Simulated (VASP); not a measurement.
Input of a VASP 6.6.1 run:

The input INCAR:

```
SYSTEM = Mg3NO3
ALGO = Normal
DIPOL = 0.5 0.5 0.342
EDIFF = 1E-7
ENCUT = 520
GGA = PE
IDIPOL = 3
ISIF = 2
ISMEAR = 0
ISPIN = 2
LASPH = .TRUE.
LCHARG = .FALSE.
LDIPOL = .TRUE.
LORBIT = 11
LREAL = .FALSE.
LWAVE = .FALSE.
MAGMOM = 0 0 0 0 0 0 3
NBANDS = 28
NELM = 150
PREC = Accurate
SIGMA = 0.05
```

File KPOINTS:

```
k-points
0
G
  9 9 1
  0 0 0
```

The input POSCAR:

```
Mg3NO3
1.0
    3.0085896333      0.0000000000      0.0000000000
    0.0000000000      3.0085896333      0.0000000000
    0.0000000000      0.0000000000     19.7799623295
Mg O N
3 3 1
Direct
    0.5000000000      0.5000000000      0.2022248543
    0.0000000000      0.0000000000      0.3100331114
    0.5000000000      0.5000000000      0.4161289115
    0.0000000000      0.0000000000      0.2022248543
    0.5000000000      0.5000000000      0.3095409233
    0.0000000000      0.0000000000      0.4186035439
    0.3750000000      0.3750000000      0.5382032876
```

Potentials or basis: VASP PAW PBE potentials, release 64 (Mg, O, N).

Launch:

```console
$ cat potpaw_PBE.64/Mg/POTCAR potpaw_PBE.64/O/POTCAR potpaw_PBE.64/N/POTCAR > POTCAR
$ mpirun -np 1 vasp_std > vasp.out
```

Estimate the largest force.

0.476 eV/Å.

Estimate the net moment.

3.00 μB per cell.

Forces on the atoms (eV/Å):
```
Mg   0.000  0.000  0.453
Mg   0.004  0.004 -0.021
Mg   0.004  0.004  0.476
O    0.000  0.000 -0.430
O    0.004  0.004 -0.009
O   -0.039 -0.039 -0.462
N    0.027  0.027 -0.007
```
